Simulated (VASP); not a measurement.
# KBr (Pm-3m) in VASP: further runs

KBr is run at these levels: LDA; tasks: electric field gradients.

Program: VASP 6.6.1. These are calculated values, not measurements. Logs are shortened: lines on timing, memory, paths and dates and some standing lists are left out, and cuts for length are marked.

**1. The cell of the first run**

It takes space group Pm-3m (No. 221, cubic). The conventional cell has a = 4.070 Å, b = 4.070 Å, c = 4.070 Å, α = 90.00°, β = 90.00°, γ = 90.00°. Within 4.6 Å of K (site symmetry m-3m) lie 8 Br at 3.52 Å and 6 K at 4.07 Å. Br (site symmetry m-3m) has 8 K at 3.52 Å and 6 Br at 4.07 Å within 4.6 Å.

**2. Electric field gradients, LDA (volume scaled by 1.02)**

Contents of INCAR:

```
PREC = Accurate
ENCUT = 520
EDIFF = 1E-8
ISMEAR = -1
SIGMA = 0.01
LREAL = False
LASPH = True
NELM = 100
ALGO = Normal
ISIF = 2
LWAVE = False
LCHARG = False
GGA = CA
LEFG = True
NBANDS = 15
```

Contents of KPOINTS:

```
Automatic mesh
0
Gamma
  6 6 6
```

Contents of POSCAR:

```
KBr
1.0
    4.0702779195      0.0000000000      0.0000000000
    0.0000000000      4.0702779195      0.0000000000
    0.0000000000      0.0000000000      4.0702779195
K Br
1 1
Direct
    0.0000000000      0.0000000000      0.0000000000
    0.5000000000      0.5000000000      0.5000000000
```

Potentials or basis: VASP PAW LDA potentials, release 64 (K_sv, Br).

Launch:

```sh
$ cat potpaw_LDA.64/K_sv/POTCAR potpaw_LDA.64/Br/POTCAR > POTCAR
$ mpirun -np 1 vasp_std > vasp.out
```

OUTCAR:

```text
PREC = Accurate
   ENCUT = 520
   EDIFF = 1E-8
   ISMEAR = -1
   LREAL = False
   LASPH = True
   NELM = 100
   ISIF = 2
   GGA = CA

 ion  position               nearest neighbor table
   1  0.000  0.000  0.000-
   2  0.500  0.500  0.500-

  LATTYP: Found a simple cubic cell.
 ALAT       =     4.0702779195

  Lattice vectors:

 A1 = (   4.0702779195,   0.0000000000,   0.0000000000)
 A2 = (   0.0000000000,   4.0702779195,   0.0000000000)
 A3 = (   0.0000000000,   0.0000000000,   4.0702779195)

Analysis of symmetry for initial positions (statically):
=====================================================================
 Subroutine PRICEL returns:
 Original cell was already a primitive cell.

 Routine SETGRP: Setting up the symmetry group for a
 simple cubic supercell.

 Subroutine GETGRP returns: Found 48 space group operations
 (whereof 48 operations were pure point group operations)
 out of a pool of 48 trial point group operations.

The static configuration has the point symmetry O_h .

Analysis of symmetry for dynamics (positions and initial velocities):
=====================================================================
 Subroutine PRICEL returns:
 Original cell was already a primitive cell.

 Routine SETGRP: Setting up the symmetry group for a
 simple cubic supercell.

 Subroutine GETGRP returns: Found 48 space group operations
 (whereof 48 operations were pure point group operations)
 out of a pool of 48 trial point group operations.

The dynamic configuration has the point symmetry O_h .

 Subroutine INISYM returns: Found 48 space group operations
 (whereof 48 operations are pure point group operations),
 and found     1 'primitive' translations

----------------------------------------------------------------------------------------

                                     Primitive cell

  volume of cell :      67.4330

  direct lattice vectors                    reciprocal lattice vectors
     4.070277919  0.000000000  0.000000000     0.245683469  0.000000000  0.000000000
     0.000000000  4.070277919  0.000000000     0.000000000  0.245683469  0.000000000
     0.000000000  0.000000000  4.070277919     0.000000000  0.000000000  0.245683469

  length of vectors
     4.070277919  4.070277919  4.070277919     0.245683469  0.245683469  0.245683469

  position of ions in fractional coordinates (direct lattice)
     0.000000000  0.000000000  0.000000000
     0.500000000  0.500000000  0.500000000

  ion indices of the primitive-cell ions
   primitive index   ion index
                 1           1
                 2           2

----------------------------------------------------------------------------------------

 KPOINTS: Automatic mesh

Automatic generation of k-mesh.
 Grid dimensions read from file:
 generate k-points for:    6    6    6

 Generating k-lattice:

  Cartesian coordinates                     Fractional coordinates (reciprocal lattice)
     0.040947245  0.000000000  0.000000000     0.166666667  0.000000000  0.000000000
     0.000000000  0.040947245  0.000000000     0.000000000  0.166666667  0.000000000
     0.000000000  0.000000000  0.040947245     0.000000000  0.000000000  0.166666667

  Length of vectors
     0.040947245  0.040947245  0.040947245

  Shift w.r.t. Gamma in fractional coordinates (k-lattice)
     0.000000000  0.000000000  0.000000000

 Subroutine IBZKPT returns following result:
 ===========================================

 Found     20 irreducible k-points:

 Following reciprocal coordinates:
            Coordinates               Weight
  0.000000  0.000000  0.000000      1.000000
  0.166667  0.000000  0.000000      6.000000
  0.333333  0.000000  0.000000      6.000000
  0.500000  0.000000  0.000000      3.000000
  0.166667  0.166667  0.000000     12.000000
  0.333333  0.166667  0.000000     24.000000
[... 12 lines left out ...]
  0.500000  0.500000  0.333333      6.000000
  0.500000  0.500000  0.500000      1.000000
   k-points           NKPTS =     20   k-points in BZ     NKDIM =     20   number of bands    NBANDS=     15
   number of dos      NEDOS =    301   number of ions     NIONS =      2
   total plane-waves  NPLWV =  27000
   dimension x,y,z NGX =    30 NGY =   30 NGZ =   30
   dimension x,y,z NGXF=    60 NGYF=   60 NGZF=   60
   ions per type =               1   1
   NGX,Y,Z   is equivalent  to a cutoff of  12.25, 12.25, 12.25 a.u.
   NGXF,Y,Z  is equivalent  to a cutoff of  24.51, 24.51, 24.51 a.u.
 SYSTEM =  unknown system
   PREC   = accura    normal or accurate (medium, high low for compatibility)
   ISTART =      0    job   : 0-new  1-cont  2-samecut
   ICHARG =      2    charge: 1-file 2-atom 10-const
   ISPIN  =      1    spin polarized calculation?
   LNONCOLLINEAR =      F non collinear calculations
   LSORBIT =      F    spin-orbit coupling
   LASPH  =      T    aspherical Exc in radial PAW
   ENCUT  =  520.0 eV  38.22 Ry    6.18 a.u.   7.57  7.57  7.57*2*pi/ulx,y,z
   NELM   =    100;   NELMIN=  2; NELMDL= -5     # of ELM steps
   EDIFF  = 0.1E-07   stopping-criterion for ELM
   LREAL  =      F    real-space projection
   EDIFFG = 0.1E-06   stopping-criterion for IOM
   NSW    =      0    number of steps for IOM
   IBRION =     -1    ionic relax: 0-MD 1-quasi-New 2-CG
   NFREE  =      0    steps in history (QN), initial steepest desc. (CG)
   ISIF   =      2    stress and relaxation
   ISYM   =      2    0-nonsym 1-usesym 2-fastsym
   POTIM  = 0.5000    time-step for ionic-motion
   TEBEG  =    0.0;   TEEND  =   0.0 temperature during run
   PSTRESS=    0.0 pullay stress
   NELECT =      16.0000    total number of electrons
   NUPDOWN=      -1.0000    fix difference up-down
   EMIN   =  10.00;   EMAX   =-10.00  energy-range for DOS
   EFERMI =   0.00;   METHOD = LEGACY
   ISMEAR =    -1;   SIGMA  =   0.01  broadening in eV -4-tet -1-fermi 0-gaus
   EFERMI_NEDOS =   21; number of points for ismear=-14 and -15
   IALGO  =     38    algorithm
   IMIX   =      4    mixing-type and parameters
     AMIX     =   0.40;   BMIX     =  1.00
     AMIX_MAG =   1.60;   BMIX_MAG =  1.00
  volume/ion in A,a.u.               =      33.72       227.53
  Fermi-wavevector in a.u.,A,eV,Ry     =   1.013501  1.915239 13.975685  1.027184
  Thomas-Fermi vector in A             =   2.146673
   LORBIT       =      0    0 simple, 1 ext, 2 COOP (PROOUT), +10 PAW based schemes
   GGA     = CA    functional components
   LHFCALC =     F    Hartree Fock is set to
   AEXX    =    0.0000 exact exchange contribution
   IVDW    =     0    specifies the selected vdW correction
   LEPSILON=     F    determine dielectric tensor
   LRPA    =     F    only Hartree local field effects (RPA)
 non-spin polarized calculation
  energy-cutoff  :      520.00
  volume of cell :       67.43
 maximum number of plane-waves:      1856
   NGX = 15   NGY = 15   NGZ = 15

 number of electron      16.0000002 magnetization

 Free energy of the ion-electron system (eV)
  ---------------------------------------------------
  ext. energy  EPLUGINS =         0.00000000
  ---------------------------------------------------
  free energy    TOTEN  =        -6.66240093 eV

  energy without entropy =       -6.66240093  energy(sigma->0) =       -6.66240093

 E-fermi :  -0.7782     XC(G=0):  -8.2351

 val. band max:       -1.0246689730   @ k =   0.5000   0.5000   0.0000
 cond. band min:       2.4011201438   @ k =   0.0000   0.0000   0.0000
 fundamental gap:      3.4257891167
 Fermi energy:        -0.7782237427

 k-point     1 :       0.0000    0.0000    0.0000
  band No.  band energies     occupation
      1     -29.3265      2.00000
      2     -13.7964      2.00000
      3     -12.9853      2.00000
      4     -12.9853      2.00000
      5     -12.9853      2.00000
      6      -1.2871      2.00000
      7      -1.2871      2.00000
      8      -1.2871      2.00000
      9       2.4011      0.00000
     10       4.5789      0.00000
     11       4.5789      0.00000
     12       8.4412      0.00000
     13       8.4412      0.00000
     14       8.4412      0.00000
     15      11.1221      0.00000
[... 325 lines left out ...]
 k-point    20 :       0.5000    0.5000    0.5000
  band No.  band energies     occupation
      1     -29.2979      2.00000
      2     -13.4465      2.00000
      3     -13.0959      2.00000
      4     -13.0959      2.00000
      5     -13.0959      2.00000
      6      -2.4385      2.00000
      7      -2.4385      2.00000
      8      -2.4385      2.00000
      9       6.0375      0.00000
     10       6.0375      0.00000
     11       6.0375      0.00000
     12       8.0866      0.00000
     13       8.0866      0.00000
     14       8.0866      0.00000
     15       9.9524      0.00000

------------------------ aborting loop because EDIFF is reached ----------------------------------------

  FORCE on cell =-STRESS in cart. coord.  units (eV):
  Direction    XX          YY          ZZ          XY          YZ          ZX
  --------------------------------------------------------------------------------------
  -------------------------------------------------------------------------------------
  Total       -1.1730905     -1.1730905     -1.1730905     -0.0000000     -0.0000000      0.0000000
  in kB      -27.8721135    -27.8721135    -27.8721135     -0.0000000     -0.0000000      0.0000000
  external PRESSURE =     -27.8721135 kB  Pullay stress =       0.0000000 kB

 VOLUME and BASIS-vectors are now :
 -----------------------------------------------------------------------------
  energy-cutoff  :      520.00
  volume of cell :       67.43
      direct lattice vectors                 reciprocal lattice vectors
     4.070277919  0.000000000  0.000000000     0.245683469  0.000000000  0.000000000
     0.000000000  4.070277919  0.000000000     0.000000000  0.245683469  0.000000000
     0.000000000  0.000000000  4.070277919     0.000000000  0.000000000  0.245683469

 POSITION                                       TOTAL-FORCE (eV/Angst)
 -----------------------------------------------------------------------------------
      0.00000      0.00000      0.00000         0.000000      0.000000      0.000000
      2.03514      2.03514      2.03514         0.000000      0.000000      0.000000
 -----------------------------------------------------------------------------------
    total drift:                                0.000000      0.000000     -0.000000

  FREE ENERGIE OF THE ION-ELECTRON SYSTEM (eV)
  ---------------------------------------------------
  free  energy   TOTEN  =        -6.6624009285 eV

  energy  without entropy=       -6.6624009285  energy(sigma->0) =       -6.66240093

 Electric field gradients (V/A^2)
---------------------------------------------------------------------
 ion       V_xx      V_yy      V_zz      V_xy      V_xz      V_yz
---------------------------------------------------------------------
   1      -0.000    -0.000     0.000    -0.000    -0.000     0.000
   2       0.000     0.000    -0.000     0.000    -0.000    -0.000
---------------------------------------------------------------------

 Electric field gradients after diagonalization (V/A^2)
 (convention: |V_zz| > |V_xx| > |V_yy|)
----------------------------------------------------------------------
 ion       V_xx      V_yy      V_zz     asymmetry (V_yy - V_xx)/ V_zz
----------------------------------------------------------------------
   1      -0.000    -0.000     0.000       0.051
   2       0.000    -0.000     0.000      -1.288
----------------------------------------------------------------------

           NMR quadrupolar parameters

 Cq : quadrupolar parameter    Cq=e*Q*V_zz/h
 eta: asymmetry parameters     (V_yy - V_xx)/ V_zz
 Q  : nuclear electric quadrupole moment in mb (millibarn)
----------------------------------------------------------------------
 ion       Cq(MHz)       eta       Q (mb)
----------------------------------------------------------------------
   1       0.000       0.051       1.000
   2       0.000      -1.288       1.000
----------------------------------------------------------------------
```

Run time: 14 s. Hardware: 1 thread of Intel Xeon Platinum 8375C at 2.90GHz (Ice Lake), shared host; peak memory 0.15 GiB.

Results:

```yaml
Free_energy: -6.6624 eV
Pressure: -2.8 GPa
Band_gap_on_the_k_mesh: 3.43 eV, indirect (least direct gap 3.69 eV)
```

Levels at points of the mesh, in eV from the valence-band top:
```
           k point  band 5  band 6  band 7  band 8  band 9  band 10  band 11  band 12
(0.00, 0.00, 0.00)  -11.96   -0.26   -0.26   -0.26    3.43     5.60     5.60     9.47
(0.50, 0.00, 0.00)  -11.80   -1.96   -0.23   -0.23    6.08     6.89     7.25     8.70
(0.50, 0.50, 0.00)  -11.93   -1.38   -1.38    0.00    4.90     6.22     7.84     7.84
(0.50, 0.50, 0.50)  -12.07   -1.41   -1.41   -1.41    7.06     7.06     7.06     9.11
```

Caveat: without QUAD_EFG the Cq values of the log hold for a quadrupole moment of 1 mb, not for the nuclei.

(Continued in part 2 of 2.)
